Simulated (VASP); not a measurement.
## Cu: single point with PBEsol

Crystal: Cu.

```xyz
8
Lattice="3.6150 0.0000 3.6150 0.0000 -3.6150 3.6150 3.6150 -3.6150 0.0000" Properties=species:S:1:pos:R:3 pbc="T T T"
Cu    1.8075   -1.8075    0.3600
Cu    1.8075   -3.6150    1.8075
Cu    3.6150   -1.8075    1.8075
Cu    3.6150   -3.6150    3.6150
Cu    0.0000    0.0000    0.0000
Cu    0.0000   -1.8075    1.8075
Cu    1.8075    0.0000    1.8075
Cu    1.8075   -1.8075    3.6150
```

This cell differs from its parent crystal: atom 1 (Cu) moved -0.360 Å towards its neighbour atom 8 (Cu) at 3.615 Å.

```yaml
Program: VASP 6.6.1
Task: single point
Functional: PBEsol
Potentials_or_basis: VASP PAW PBE potentials, release 64 (Cu)
Cutoff: 520 eV
k_mesh: 12 × 12 × 12
Occupations: gaussian, width 0.15 eV
Spin: no spin polarisation
Dipole_correction: no
Further_INCAR_settings: ALGO = Fast; EDIFF = 1e-06; NBANDS = 54
```

```yaml
Pressure: -3.0 GPa
Largest_force: 2.562 eV/Å
Band_gap_on_the_k_mesh: zero (bands 44 and 45 overlap by 1.71 eV)
```

Forces on the atoms (eV/Å):
```
Cu   0.000  0.000 -2.562
Cu   0.000 -0.768  0.637
Cu   0.768  0.000  0.637
Cu   0.000  0.000  0.013
Cu   0.000  0.000  0.013
Cu  -0.768  0.000  0.637
Cu   0.000  0.768  0.637
Cu   0.000  0.000 -0.011
```

Stress tensor (GPa, compression positive):
```
-2.88  0.00  0.00
 0.00 -2.88  0.00
 0.00  0.00 -3.24
```

Levels at points of the mesh, in eV from the Fermi level:
| k point | band 40 | band 41 | band 42 | band 43 | band 44 | band 45 | band 46 | band 47 | band 48 | band 49 |
| --- | --- | --- | --- | --- | --- | --- | --- | --- | --- | --- |
| (0.00, 0.00, 0.00) | -1.49 | -1.49 | -1.06 | -0.87 | -0.87 | -0.87 | 1.45 | 1.45 | 1.71 | 3.68 |
| (0.50, 0.00, 0.00) | -1.59 | -1.58 | -1.56 | 0.69 | 0.84 | 0.86 | 0.95 | 1.03 | 1.16 | 6.36 |
| (0.50, 0.50, 0.00) | -1.73 | -1.53 | -1.51 | -0.34 | -0.34 | -0.33 | -0.33 | 5.85 | 5.85 | 6.48 |
| (0.00, 0.50, 0.50) | -1.81 | -1.49 | -1.48 | -0.49 | -0.33 | -0.29 | -0.17 | 5.98 | 6.16 | 6.17 |

Wall time 34 min on 1 thread of Intel Xeon 8259CL (shared host), peak memory 0.65 GiB.

Caveat: the cell differs from its parent crystal (atom 1 (Cu) moved -0.360 Å towards its neighbour atom 8 (Cu) at 3.615 Å); the cell stands under tension; the PAW data sets were made with another functional, which shifts forces and pressure a little.
